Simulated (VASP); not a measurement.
Crystal: LiF.

```xyz
2
Lattice="0.0000 1.8758 2.0915 1.8758 0.0000 2.0915 1.8758 1.8758 0.0000" Properties=species:S:1:pos:R:3 pbc="T T T"
Li    0.0000    0.0000    0.0000
F     1.8758    1.8758    2.0915
```

This cell differs from its parent crystal: epitaxial xy strain -6.0%.

Base run:

| Property | Result |
| --- | --- |
| Program | VASP 6.6.1 |
| Functional | PBE |
| Potentials or basis | VASP PAW PBE potentials, release 64 (Li_sv, F) |
| Cutoff | 520 eV |
| k mesh | 10 × 10 × 10 |
| Occupations | fermi-dirac, width 0.02 eV |
| Spin | no spin polarisation |

Its results: band gap on the k mesh 9.90 eV, direct.

The run is repeated on the same cell with these changes: functional from PBE to r2SCAN; occupations from fermi-dirac, width 0.02 eV to gaussian, width 0.01 eV. What comes out?

Band gap on the k mesh 11.11 eV, direct.

A k mesh can miss the band edges.
